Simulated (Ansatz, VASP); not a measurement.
## Ge: VASP beside Ansatz

```xyz
2
Lattice="0.0000 2.8382 2.8382 2.8382 0.0000 2.8382 2.8382 2.8382 0.0000" Properties=species:S:1:pos:R:3 pbc="T T T"
Ge    2.8382    2.8382    2.8382
Ge    4.2573    4.2573    4.2573
```

Change from the starting cell: volume scaled by 1.01, crystal datasets.

Alike in both runs: task electric field gradients; functional PBEsol; k mesh 11 × 11 × 11; occupations fermi-dirac, width 0.05 eV; no spin polarisation.

|  | VASP | Ansatz |
| --- | --- | --- |
| version | VASP 6.6.1 | Ansatz 0.2.0 |
| potentials or method | VASP PAW PBE potentials, release 64 (Ge_d), cutoff 520 eV | all-electron PAW with datasets made for the crystal, scalar-relativistic |

|  | VASP | Ansatz | Ansatz less VASP |
| --- | --- | --- | --- |
| pressure (GPa) | -0.1 | 0.0 | +0.08 |

VASP's potentials were made for PBE, not for PBEsol. Ansatz ran all-electron here, and VASP with PAW potentials.
